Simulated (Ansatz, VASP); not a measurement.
One calculation of CsCdCl3, two programs

File INCAR:

```
PREC = Accurate ; ENCUT = 520
EDIFF = 1E-6 ; ISMEAR = 0
SIGMA = 0.05 ; LREAL = False
LASPH = True ; NELM = 100
ALGO = Normal ; ISIF = 2
LWAVE = False ; LCHARG = False
NBANDS = 29
```

Contents of KPOINTS:

```
regular mesh
0
Gamma
  6 6 6
```

Contents of POSCAR:

```
CsCdCl3
1.0
    5.3560000000      0.0000000000      0.0000000000
    0.0000000000      5.3560000000      0.0000000000
    0.0000000000      0.0000000000      5.2000000000
Cs Cd Cl
1 1 3
Direct
    0.0000000000      0.0000000000      0.0000000000
    0.5000000000      0.5000000000      0.5000000000
    0.0000000000      0.5000000000      0.5000000000
    0.5000000000      0.0000000000      0.5000000000
    0.5000000000      0.5000000000      0.0000000000
```

Input for Ansatz:

```yaml
crystal:
  lattice:
    - [5.356, 0.0, 0.0]
    - [0.0, 5.356, 0.0]
    - [0.0, 0.0, 5.2]
  atoms:
    - { symbol: Cs, position: [0.0, 0.0, 0.0] }
    - { symbol: Cd, position: [0.5, 0.5, 0.5] }
    - { symbol: Cl, position: [0.0, 0.5, 0.5] }
    - { symbol: Cl, position: [0.5, 0.0, 0.5] }
    - { symbol: Cl, position: [0.5, 0.5, 0.0] }
basis:
  ecutwfc: 420
kpoints:
  mp_grid: { grid: [6, 6, 6] }
hamiltonian:
  xc: lda
scf:
  occupations: { method: gaussian, width: 0.05 }
output:
  forces: true
  stress: true
  eigenvalues: true
```

Change from the starting cell: strain +0.030 along x and y, +0.000 along z, atoms carried along.

Alike in both runs: task single point; functional LDA; k mesh 6 × 6 × 6; occupations gaussian, width 0.05 eV; no spin polarisation.

```csv
,VASP,Ansatz
version,VASP 6.6.1,Ansatz 0.2.0
potentials or method,"VASP PAW LDA potentials, release 64 (Cs_sv, Cd, Cl), cutoff 520 eV","scalar-relativistic, plane waves, PAW"
valence electrons in the cell,42,50
```

|  | VASP | Ansatz | Ansatz less VASP |
| --- | --- | --- | --- |
| gap on the k mesh at the Fermi level (eV) | 1.40 | 1.37 | -0.026 |
| least direct gap on the mesh (eV) | 1.87 | 1.85 | -0.022 |
| pressure (GPa) | -3.4 | -3.5 | -0.16 |
| traceless stress, the component that is largest in VASP (GPa) | 0.63 | 0.59 | -0.035 |

LDA's correlation is that of Perdew and Zunger in VASP and of Perdew and Wang (1992) in Ansatz. VASP's potentials hold 42 valence electrons a cell and Ansatz's 50, so a difference there can come from the potentials and not from the codes.

Neither program's run includes spin-orbit coupling.
